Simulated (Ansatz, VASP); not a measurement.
Sb: VASP beside Ansatz

INCAR

```
SYSTEM = Sb
ALGO     = Normal         ! electronic algorithm
EDIFF    = 1E-6           ! SCF threshold, eV
ENCUT    = 520            ! plane-wave cutoff, eV
GGA      = PE             ! functional
ISIF     = 2              ! what is computed and relaxed
ISMEAR   = 0              ! smearing method
LASPH    = .True.         ! aspherical terms in the spheres
LCHARG   = .False.        ! write CHGCAR
LREAL    = .False.        ! projectors in reciprocal space
LWAVE    = .False.        ! write WAVECAR
NBANDS   = 8              ! bands
NELM     = 100            ! most SCF steps
PREC     = Accurate       ! precision mode
SIGMA    = 0.1            ! smearing width, eV
```

Contents of KPOINTS:

```
k-points
0
Gamma
  16 16 16
  0 0 0
```

The input POSCAR:

```
Sb
1.0
   -1.9223910657      1.9223910657      1.9223910657
    1.9223910657     -1.9223910657      1.9223910657
    1.9223910657      1.9223910657     -1.9223910657
Sb
1
Direct
    0.0000000000      0.0000000000      0.0000000000
```

Input for Ansatz:

```yaml
crystal:
  lattice:
    - [-1.9223910657, 1.9223910657, 1.9223910657]
    - [1.9223910657, -1.9223910657, 1.9223910657]
    - [1.9223910657, 1.9223910657, -1.9223910657]
  atoms:
    - { symbol: Sb, position: [0.0, 0.0, 0.0] }
basis:
  ecutwfc: 420
kpoints:
  mp_grid: { grid: [16, 16, 16] }
hamiltonian:
  xc: pbe
scf:
  occupations: { method: gaussian, width: 0.1 }
output:
  forces: true
  stress: true
  eigenvalues: true
  populations: true
```

Alike in both runs: task single point; functional PBE; k mesh 16 × 16 × 16; occupations gaussian, width 0.1 eV; no spin polarisation.

```csv
,VASP,Ansatz
version,VASP 6.6.1,Ansatz 0.2.0
potentials or method,"VASP PAW PBE potentials, release 64 (Sb), cutoff 520 eV","scalar-relativistic, plane waves, PAW"
valence electrons in the cell,5,15
```

```tsv
	VASP	Ansatz	Ansatz less VASP
gap on the k mesh at the Fermi level (eV)	none	none	-
pressure (GPa)	-2.3	-2.2	+0.13
```

A gap of «none» marks a metal or a gap that the smearing closes. VASP's potentials hold 5 valence electrons a cell and Ansatz's 15, so a difference there can come from the potentials and not from the codes.

Spin-orbit coupling is off throughout.
